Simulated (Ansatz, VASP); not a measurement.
# Na2S: VASP beside Ansatz

```
Na S
1.0
     0.00000    3.27350    3.27350
     3.27350    0.00000    3.27350
     3.27350    3.27350    0.00000
Na S
2 1
Direct
  0.25000 0.25000 0.25000
  0.75000 0.75000 0.75000
  0.00000 0.00000 0.00000
```

Alike in both runs: task single point; functional revPBE; k mesh 6 × 6 × 6; no spin polarisation.

```csv
,VASP,Ansatz
version,VASP 6.6.1,Ansatz 0.2.0
potentials or method,"VASP PAW PBE potentials, release 64 (Na_pv, S), cutoff 500 eV","plane waves, PAW"
occupations,"gaussian, width 0.01 eV",fixed
valence electrons in the cell,20,24
```

```csv
,VASP,Ansatz,Ansatz less VASP
gap on the k mesh at the Fermi level (eV),2.66,2.67,+0.004
```

VASP's potentials were made for PBE, not for revPBE. VASP's potentials hold 20 valence electrons a cell and Ansatz's 24, so a difference there can come from the potentials and not from the codes.
